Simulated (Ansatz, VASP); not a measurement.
Sb3O2: VASP beside Ansatz

```
Sb O
1.0
     3.81296    0.00000    0.00000
    -1.90648    3.30212    0.00000
     0.00000    0.00000    7.93284
Sb O
3 2
Direct
  0.00000 0.00000 0.00000
  0.33333 0.66667 0.69194
  0.66667 0.33333 0.30806
  0.33333 0.66667 0.39477
  0.66667 0.33333 0.60523
```

Alike in both runs: task relaxation of cell and atoms; functional PBE; k mesh 12 × 12 × 6; occupations gaussian, width 0.1 eV; no spin polarisation.

|  | VASP | Ansatz |
| --- | --- | --- |
| version | VASP 6.6.1 | Ansatz 0.2.0 |
| potentials or method | VASP PAW PBE potentials, release 64 (Sb, O), cutoff 600 eV | scalar-relativistic, plane waves, PAW |
| valence electrons in the cell | 27 | 57 |

VASP gave:

| Item | Value |
| --- | --- |
| gap on the k mesh at the Fermi level, each at its own relaxed structure (eV) | none |
| relaxed volume (Å³/atom) | 19.88 |
| relaxed cell length with the largest relative difference (Å) | 3.811 |

Q: Which values does Ansatz return?

A: gap on the k mesh at the Fermi level, each at its own relaxed structure (eV): none; relaxed volume (Å³/atom): 19.98; relaxed cell length with the largest relative difference (Å): 3.819.

A gap of «none» marks a metal or a gap that the smearing closes. VASP's potentials hold 27 valence electrons a cell and Ansatz's 57, so a difference there can come from the potentials and not from the codes.

Spin-orbit coupling is off throughout.
